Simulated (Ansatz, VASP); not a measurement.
## Two plane-wave programs on Cd4Se3

```xyz
7
Lattice="4.3069 0.0000 0.0000 -2.1535 3.7299 0.0000 0.0000 0.0000 13.0619" Properties=species:S:1:pos:R:3 pbc="T T T"
Cd    0.0000    0.0000    9.9811
Cd    2.1535    1.2433    6.3007
Cd    0.0000    2.4866    2.6789
Cd    2.1535    1.2433   11.9485
Se    0.0000    0.0000    7.2693
Se    2.1535    1.2433    3.6454
Se    0.0000    2.4866    0.0133
```

Alike in both runs: functional PBE; k mesh 4 × 4 × 2; occupations gaussian, width 0.2 eV; no spin polarisation.

Ansatz relaxed the structure, and its values are those at the end. VASP's run is a single point on that final structure, the one shown.

|  | VASP | Ansatz |
| --- | --- | --- |
| version | VASP 6.6.1 | Ansatz 0.2.0 |
| potentials or method | VASP PAW PBE potentials, release 64 (Cd, Se), cutoff 520 eV | scalar-relativistic, plane waves, PAW |
| valence electrons in the cell | 66 | 128 |

|  | VASP | Ansatz | Ansatz less VASP |
| --- | --- | --- | --- |
| gap on the k mesh at the Fermi level (eV) | 0.41 | 0.42 | +0.007 |
| least direct gap on the mesh (eV) | 0.61 | 0.61 | +0.002 |
| pressure (GPa) | 0.2 | 0.0 | -0.23 |
| rms of the force components (eV/Å) | 0.012 | 0.011 | -0.0014 |

VASP's potentials hold 66 valence electrons a cell and Ansatz's 128, so a difference there can come from the potentials and not from the codes.

The k mesh is coarse, so the values compare programs but aren't converged.
